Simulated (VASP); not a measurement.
# Al2O3 (R-3c) in VASP: single point with PBE

Aim: the single point of Al2O3 with PBE.

Program: VASP 6.6.1. These are calculated values, not measurements. Logs are shortened: lines on timing, memory, paths and dates and some standing lists are left out, and cuts for length are marked.

**1. The cell of the first run**

The structure is trigonal, space group R-3c (No. 167). The conventional cell has a = 4.761 Å, b = 4.761 Å, c = 12.996 Å, α = 90.00°, β = 90.00°, γ = 120.00°. Within 2.5 Å of Al (site symmetry 3) lie 6 O at 1.85 to 1.97 Å. O (site symmetry 2) has 4 Al at 1.85 to 1.97 Å within 2.5 Å.

**2. Single point, PBE**

Input file INCAR:

```
SYSTEM = Al2O3
  PREC = Accurate
  ENCUT = 520
  EDIFF = 1E-6
  ISMEAR = 0
  SIGMA = 0.05
  LREAL = Auto
  LASPH = .True.
  NELM = 100
  ALGO = Normal
  ISIF = 2
  LWAVE = .False.
  LCHARG = .False.
  GGA = PE
  NBANDS = 122
```

Input file KPOINTS:

```
regular mesh
0
Gamma
  3 3 3
  0 0 0
```

Input file POSCAR:

```
Al2O3
1.0
   -4.7605000000     -2.7484760000      4.3318670000
    4.7605000000     -2.7484760000      4.3318670000
    0.0000000000      5.4969520000      4.3318670000
Al O
16 24
Direct
    0.3521600000      0.3521600000      0.3521600000
    0.8521600000      0.8521600000      0.3521600000
    0.8521600000      0.3521600000      0.8521600000
    0.3521600000      0.8521600000      0.8521600000
    0.1478400000      0.1478400000      0.1478400000
    0.6478400000      0.6478400000      0.1478400000
    0.6478400000      0.1478400000      0.6478400000
    0.1478400000      0.6478400000      0.6478400000
    0.6478400000      0.1478400000      0.1478400000
    0.1478400000      0.6478400000      0.1478400000
    0.1478400000      0.1478400000      0.6478400000
    0.6478400000      0.6478400000      0.6478400000
    0.8521600000      0.3521600000      0.3521600000
    0.3521600000      0.8521600000      0.3521600000
    0.3521600000      0.3521600000      0.8521600000
    0.8521600000      0.8521600000      0.8521600000
    0.0966600000      0.4033400000      0.2500000000
    0.5966600000      0.9033400000      0.2500000000
    0.5966600000      0.4033400000      0.7500000000
    0.0966600000      0.9033400000      0.7500000000
    0.2500000000      0.0966600000      0.4033400000
    0.7500000000      0.5966600000      0.4033400000
    0.7500000000      0.0966600000      0.9033400000
    0.2500000000      0.5966600000      0.9033400000
    0.4033400000      0.2500000000      0.0966600000
    0.9033400000      0.7500000000      0.0966600000
    0.9033400000      0.2500000000      0.5966600000
    0.4033400000      0.7500000000      0.5966600000
    0.9033400000      0.0966600000      0.2500000000
    0.4033400000      0.5966600000      0.2500000000
    0.4033400000      0.0966600000      0.7500000000
    0.9033400000      0.5966600000      0.7500000000
    0.7500000000      0.4033400000      0.0966600000
    0.2500000000      0.9033400000      0.0966600000
    0.2500000000      0.4033400000      0.5966600000
    0.7500000000      0.9033400000      0.5966600000
    0.5966600000      0.2500000000      0.4033400000
    0.0966600000      0.7500000000      0.4033400000
    0.0966600000      0.2500000000      0.9033400000
    0.5966600000      0.7500000000      0.9033400000
```

Potentials or basis: VASP PAW PBE potentials, release 64 (Al, O).

The run is started by

```
$ cat potpaw_PBE.64/Al/POTCAR potpaw_PBE.64/O/POTCAR > POTCAR
$ mpirun -np 1 vasp_std > vasp.out
```

OUTCAR:

```text
SYSTEM = Al2O3
   PREC = Accurate
   ENCUT = 520
   EDIFF = 1E-6
   ISMEAR = 0
   LREAL = Auto
   LASPH = .True.
   NELM = 100
   ISIF = 2
   GGA = PE

 ion  position               nearest neighbor table
   1  0.352  0.352  0.352-  37 1.85  30 1.85  35 1.85  17 1.97  25 1.97  21 1.97   5 2.66   9 2.79
                            10 2.79  11 2.79   8 3.22   7 3.22   6 3.22
   2  0.852  0.852  0.352-  38 1.85  29 1.85  36 1.85  18 1.97  26 1.97  22 1.97   6 2.66   9 2.79
                            10 2.79  12 2.79   8 3.22   7 3.22   5 3.22
   3  0.852  0.352  0.852-  39 1.85  32 1.85  33 1.85  19 1.97  27 1.97  23 1.97   7 2.66  11 2.79
                            12 2.79   9 2.79   5 3.22   6 3.22   8 3.22
   4  0.352  0.852  0.852-  40 1.85  31 1.85  34 1.85  20 1.97  28 1.97  24 1.97   8 2.66  11 2.79
                            12 2.79  10 2.79   5 3.22   6 3.22   7 3.22
   5  0.148  0.148  0.148-  34 1.85  29 1.85  39 1.85  17 1.97  25 1.97  21 1.97   1 2.66  13 2.79
                            14 2.79  15 2.79   4 3.22   3 3.22   2 3.22
   6  0.648  0.648  0.148-  33 1.85  30 1.85  40 1.85  18 1.97  26 1.97  22 1.97   2 2.66  13 2.79
                            14 2.79  16 2.79   4 3.22   3 3.22   1 3.22
   7  0.648  0.148  0.648-  36 1.85  31 1.85  37 1.85  19 1.97  27 1.97  23 1.97   3 2.66  15 2.79
                            16 2.79  13 2.79   1 3.22   2 3.22   4 3.22
   8  0.148  0.648  0.648-  35 1.85  32 1.85  38 1.85  20 1.97  28 1.97  24 1.97   4 2.66  15 2.79
                            16 2.79  14 2.79   1 3.22   2 3.22   3 3.22
   9  0.648  0.148  0.148-  25 1.85  18 1.85  23 1.85  29 1.97  33 1.97  37 1.97  13 2.66   2 2.79
[... 46 lines left out ...]
 A1 = (  -4.7605000000,  -2.7484760000,   4.3318670000)
 A2 = (   4.7605000000,  -2.7484760000,   4.3318670000)
 A3 = (   0.0000000000,   5.4969520000,   4.3318670000)

Analysis of symmetry for initial positions (statically):
=====================================================================
 Subroutine PRICEL returns following result:

  LATTYP: Found a trigonal (rhomboedric) cell.
 ALAT       =     5.1302233897
 COS(alpha) =     0.5694708097

  Lattice vectors:

 A1 = (  -0.0000000000,  -2.7484760000,   4.3318670000)
 A2 = (   2.3802500000,   1.3742380000,   4.3318670000)
 A3 = (  -2.3802500000,   1.3742380000,   4.3318670000)

   4 primitive cells build up your supercell.

 Routine SETGRP: Setting up the symmetry group for a
 trigonal (rhombohedral) supercell.

 Subroutine GETGRP returns: Found 12 space group operations
 (whereof  6 operations were pure point group operations)
 out of a pool of 12 trial point group operations.

The static configuration has the point symmetry S_6 .
 The point group associated with its full space group is D_3d.

Analysis of symmetry for dynamics (positions and initial velocities):
=====================================================================
 Subroutine PRICEL returns following result:

  LATTYP: Found a trigonal (rhomboedric) cell.
 ALAT       =     5.1302233897
 COS(alpha) =     0.5694708097

  Lattice vectors:

 A1 = (  -0.0000000000,  -2.7484760000,   4.3318670000)
 A2 = (   2.3802500000,   1.3742380000,   4.3318670000)
 A3 = (  -2.3802500000,   1.3742380000,   4.3318670000)

   4 primitive cells build up your supercell.

 Routine SETGRP: Setting up the symmetry group for a
 trigonal (rhombohedral) supercell.

 Subroutine GETGRP returns: Found 12 space group operations
 (whereof  6 operations were pure point group operations)
 out of a pool of 12 trial point group operations.

The dynamic configuration has the point symmetry S_6 .
 The point group associated with its full space group is D_3d.

 Subroutine INISYM returns: Found 12 space group operations
 (whereof  6 operations are pure point group operations),
 and found     4 'primitive' translations

----------------------------------------------------------------------------------------

                                     Primitive cell

  volume of cell :      85.0180

  direct lattice vectors                    reciprocal lattice vectors
    -0.000000000 -2.748476000  4.331867000     0.000000000 -0.242558664  0.076949115
     2.380250000  1.374238000  4.331867000     0.210061968  0.121279332  0.076949115
[... 27 lines left out ...]
                 9          35
                10          37

----------------------------------------------------------------------------------------

 KPOINTS: regular mesh

Automatic generation of k-mesh.
 Grid dimensions read from file:
 generate k-points for:    3    3    3

 Generating k-lattice:

  Cartesian coordinates                     Fractional coordinates (reciprocal lattice)
    -0.035010328 -0.020213222  0.025649705     0.333333333 -0.000000000  0.000000000
     0.035010328 -0.020213222  0.025649705    -0.000000000  0.333333333  0.000000000
     0.000000000  0.040426444  0.025649705     0.000000000  0.000000000  0.333333333

  Length of vectors
     0.047876976  0.047876976  0.047876975

  Shift w.r.t. Gamma in fractional coordinates (k-lattice)
     0.000000000  0.000000000  0.000000000

 Subroutine IBZKPT returns following result:
 ===========================================

 Found      6 irreducible k-points:

 Following reciprocal coordinates:
            Coordinates               Weight
  0.000000  0.000000  0.000000      1.000000
  0.333333 -0.000000  0.000000      6.000000
  0.333333  0.333333  0.000000      6.000000
 -0.333333  0.333333  0.000000      6.000000
  0.333333  0.333333  0.333333      2.000000
 -0.333333  0.333333  0.333333      6.000000
   k-points           NKPTS =      6   k-points in BZ     NKDIM =      6   number of bands    NBANDS=    122
   number of dos      NEDOS =    301   number of ions     NIONS =     40
   total plane-waves  NPLWV = 157464
   dimension x,y,z NGX =    54 NGY =   54 NGZ =   54
   dimension x,y,z NGXF=   108 NGYF=  108 NGZF=  108
   ions per type =              16  24
   NGX,Y,Z   is equivalent  to a cutoff of  12.83, 12.83, 12.83 a.u.
   NGXF,Y,Z  is equivalent  to a cutoff of  25.65, 25.65, 25.65 a.u.
 SYSTEM =  Al2O3
   PREC   = accura    normal or accurate (medium, high low for compatibility)
   ISTART =      0    job   : 0-new  1-cont  2-samecut
   ICHARG =      2    charge: 1-file 2-atom 10-const
   ISPIN  =      1    spin polarized calculation?
   LNONCOLLINEAR =      F non collinear calculations
   LSORBIT =      F    spin-orbit coupling
   LASPH  =      T    aspherical Exc in radial PAW
   ENCUT  =  520.0 eV  38.22 Ry    6.18 a.u.  13.01 13.01 13.01*2*pi/ulx,y,z
   NELM   =    100;   NELMIN=  2; NELMDL= -5     # of ELM steps
   EDIFF  = 0.1E-05   stopping-criterion for ELM
   LREAL  =      T    real-space projection
   EDIFFG = 0.1E-04   stopping-criterion for IOM
   NSW    =      0    number of steps for IOM
   IBRION =     -1    ionic relax: 0-MD 1-quasi-New 2-CG
   NFREE  =      0    steps in history (QN), initial steepest desc. (CG)
   ISIF   =      2    stress and relaxation
   ISYM   =      2    0-nonsym 1-usesym 2-fastsym
   POTIM  = 0.5000    time-step for ionic-motion
   TEBEG  =    0.0;   TEEND  =   0.0 temperature during run
   PSTRESS=    0.0 pullay stress
   NELECT =     192.0000    total number of electrons
   NUPDOWN=      -1.0000    fix difference up-down
   EMIN   =  10.00;   EMAX   =-10.00  energy-range for DOS
   EFERMI =   0.00;   METHOD = LEGACY
   ISMEAR =     0;   SIGMA  =   0.05  broadening in eV -4-tet -1-fermi 0-gaus
   EFERMI_NEDOS =   21; number of points for ismear=-14 and -15
   IALGO  =     38    algorithm
   IMIX   =      4    mixing-type and parameters
     AMIX     =   0.40;   BMIX     =  1.00
     AMIX_MAG =   1.60;   BMIX_MAG =  1.00
  volume/ion in A,a.u.               =       8.50        57.37
  Fermi-wavevector in a.u.,A,eV,Ry     =   1.353064  2.556920 24.909297  1.830782
  Thomas-Fermi vector in A             =   2.480350
   LORBIT       =      0    0 simple, 1 ext, 2 COOP (PROOUT), +10 PAW based schemes
   GGA     = PE    functional components
   LHFCALC =     F    Hartree Fock is set to
   AEXX    =    0.0000 exact exchange contribution
   IVDW    =     0    specifies the selected vdW correction
   LEPSILON=     F    determine dielectric tensor
   LRPA    =     F    only Hartree local field effects (RPA)
 non-spin polarized calculation
 Gauss-broadening in eV      SIGMA  =   0.05
  energy-cutoff  :      520.00
  volume of cell :      340.07
 maximum number of plane-waves:      9172
 NGX is ok and might be reduce to    54
   NGX = 27   NGY = 27   NGZ = 27

 number of electron     191.9999920 magnetization

 Free energy of the ion-electron system (eV)
  ---------------------------------------------------
  ext. energy  EPLUGINS =         0.00000000
  ---------------------------------------------------
  free energy    TOTEN  =      -299.01890732 eV

  energy without entropy =     -299.01890732  energy(sigma->0) =     -299.01890732

 E-fermi :   6.4290     XC(G=0): -11.6856

 val. band max:        6.1427143514   @ k =   0.0000   0.0000   0.0000
 cond. band min:      12.3576513677   @ k =   0.0000   0.0000   0.0000
 fundamental gap:      6.2149370163
 Fermi energy:         6.4289521635

 k-point     1 :       0.0000    0.0000    0.0000
  band No.  band energies     occupation
      1     -13.1028      2.00000
      2     -11.9332      2.00000
      3     -11.9332      2.00000
      4     -11.9332      2.00000
      5     -11.2735      2.00000
      6     -11.2735      2.00000
[... 655 lines left out ...]
    107      16.2177      0.00000
    108      16.2177      0.00000
 [bands above 108 left out]

------------------------ aborting loop because EDIFF is reached ----------------------------------------

  FORCE on cell =-STRESS in cart. coord.  units (eV):
  Direction    XX          YY          ZZ          XY          YZ          ZX
  --------------------------------------------------------------------------------------
  -------------------------------------------------------------------------------------
  Total       15.7835909     15.7835914     14.4141425      0.0000000      0.0000000      0.0000000
  in kB       74.3610503     74.3610527     67.9091836      0.0000000      0.0000000      0.0000000
  external PRESSURE =      72.2104289 kB  Pullay stress =       0.0000000 kB

 VOLUME and BASIS-vectors are now :
 -----------------------------------------------------------------------------
  energy-cutoff  :      520.00
  volume of cell :      340.07
      direct lattice vectors                 reciprocal lattice vectors
    -4.760500000 -2.748476000  4.331867000    -0.105030984 -0.060639666  0.076949115
     4.760500000 -2.748476000  4.331867000     0.105030984 -0.060639666  0.076949115
     0.000000000  5.496952000  4.331867000     0.000000000  0.121279332  0.076949115

 POSITION                                       TOTAL-FORCE (eV/Angst)
 -----------------------------------------------------------------------------------
      0.00000      0.00000      4.57653        -0.000000      0.000000     -0.025730
      0.00000     -2.74848      8.90840        -0.000000      0.000000     -0.025730
     -2.38025      1.37424      8.90840        -0.000000      0.000000     -0.025730
      2.38025      1.37424      8.90840        -0.000000      0.000000     -0.025730
      0.00000      0.00000      1.92127        -0.000000      0.000000      0.025730
      0.00000     -2.74848      6.25314        -0.000000      0.000000      0.025730
[... 32 lines left out ...]
      0.72998      4.01283      5.41483        -0.011795     -0.020429     -0.000000
      0.72998      1.26435      9.74670        -0.011795     -0.020429     -0.000000
 -----------------------------------------------------------------------------------
    total drift:                                0.000000      0.000000      0.000000

  FREE ENERGIE OF THE ION-ELECTRON SYSTEM (eV)
  ---------------------------------------------------
  free  energy   TOTEN  =      -299.0189073167 eV

  energy  without entropy=     -299.0189073167  energy(sigma->0) =     -299.01890732
```

Wall time 7.3 min (1 thread of Intel Xeon 6975P-C, shared host); peak memory 0.46 GiB.

What came out:

```
Free energy            : -299.0189 eV
Pressure               : 7.2 GPa
Largest force          : 0.026 eV/Å
Band gap on the k mesh : 6.21 eV
```

Forces in eV/Å, atoms in the order of the input:
```
Al   0.000  0.000 -0.026
Al   0.000  0.000 -0.026
Al   0.000  0.000 -0.026
Al   0.000  0.000 -0.026
Al   0.000  0.000  0.026
Al   0.000  0.000  0.026
Al   0.000  0.000  0.026
Al   0.000  0.000  0.026
Al   0.000  0.000  0.026
Al   0.000  0.000  0.026
Al   0.000  0.000  0.026
Al   0.000  0.000  0.026
Al   0.000  0.000 -0.026
Al   0.000  0.000 -0.026
Al   0.000  0.000 -0.026
Al   0.000  0.000 -0.026
O   -0.024  0.000  0.000
O   -0.024  0.000  0.000
O   -0.024  0.000  0.000
O   -0.024  0.000  0.000
O    0.012 -0.020  0.000
O    0.012 -0.020  0.000
O    0.012 -0.020  0.000
O    0.012 -0.020  0.000
O    0.012  0.020  0.000
O    0.012  0.020  0.000
O    0.012  0.020  0.000
O    0.012  0.020  0.000
O    0.024  0.000  0.000
O    0.024  0.000  0.000
O    0.024  0.000  0.000
O    0.024  0.000  0.000
O   -0.012  0.020  0.000
O   -0.012  0.020  0.000
O   -0.012  0.020  0.000
O   -0.012  0.020  0.000
O   -0.012 -0.020  0.000
O   -0.012 -0.020  0.000
O   -0.012 -0.020  0.000
O   -0.012 -0.020  0.000
```
